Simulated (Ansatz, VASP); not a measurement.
# HfHF3: VASP beside Ansatz

The input INCAR:

```
PREC = Accurate ; ENCUT = 600
EDIFF = 1E-6 ; ISMEAR = 0
SIGMA = 0.1 ; LREAL = F
LASPH = T ; NELM = 100
ALGO = Normal ; ISIF = 3
LWAVE = F ; LCHARG = F
GGA = PE ; IBRION = 2
NSW = 100 ; EDIFFG = -0.01
```

The input KPOINTS:

```
Automatic mesh
0
Gamma
  10 10 12
```

POSCAR

```
HfHF3
1.0
    4.3099338989      0.0000000000      0.0000000000
    0.0000000000      4.3099338989      0.0000000000
    0.0000000000      0.0000000000      3.0727419881
Hf H F
1 1 3
Direct
    0.0000000000      0.0000000000      0.7088751833
    0.5000000000      0.5000000000      0.4860617176
    0.0000000000      0.5000000000      0.6986076134
    0.5000000000      0.0000000000      0.6986076134
    0.5000000000      0.5000000000      0.1804478922
```

Input for Ansatz:

```yaml
crystal:
  lattice:
    - [4.3099338989, 0.0, 0.0]
    - [0.0, 4.3099338989, 0.0]
    - [0.0, 0.0, 3.0727419881]
  atoms:
    - { symbol: Hf, position: [0.0, 0.0, 0.7088751833] }
    - { symbol: H, position: [0.5, 0.5, 0.4860617176] }
    - { symbol: F, position: [0.0, 0.5, 0.6986076134] }
    - { symbol: F, position: [0.5, 0.0, 0.6986076134] }
    - { symbol: F, position: [0.5, 0.5, 0.1804478922] }
basis:
  ecutwfc: 420
kpoints:
  mp_grid: { grid: [10, 10, 12] }
hamiltonian:
  xc: pbe
scf:
  occupations: { method: gaussian, width: 0.1 }
output:
  forces: true
  stress: true
  eigenvalues: true
  write_density: true
  write_potential: true
  elf: true
  volumetric_format: npy
relax:
  adjacent_minimum: "off"
  f_tol: 0.01
  max_steps: 80
  cell: { stress_tol: 0.05 }
```

Change from the starting cell: species swapped into the PrBPt3 type (P4mm, No. 99).

Alike in both runs: task relaxation of cell and atoms; functional PBE; k mesh 10 × 10 × 12; occupations gaussian, width 0.1 eV; no spin polarisation.

```csv
,VASP,Ansatz
version,VASP 6.6.1,Ansatz 0.2.0
potentials or method,"VASP PAW PBE potentials, release 64 (Hf_pv, H, F), cutoff 600 eV","scalar-relativistic, plane waves, PAW"
valence electrons in the cell,32,48
```

```csv
,VASP,Ansatz,Ansatz less VASP
"gap on the k mesh at the Fermi level, each at its own relaxed structure (eV)",none,none,-
relaxed volume (Å³/atom),11.47,11.68,+0.206
relaxed length of the cell vector where the two differ most in proportion (Å),4.271,4.297,+0.0255
```

A gap of «none» marks a metal or a gap that the smearing closes. VASP's potentials hold 32 valence electrons a cell and Ansatz's 48, so a difference there can come from the potentials and not from the codes.

Spin-orbit coupling is off throughout.
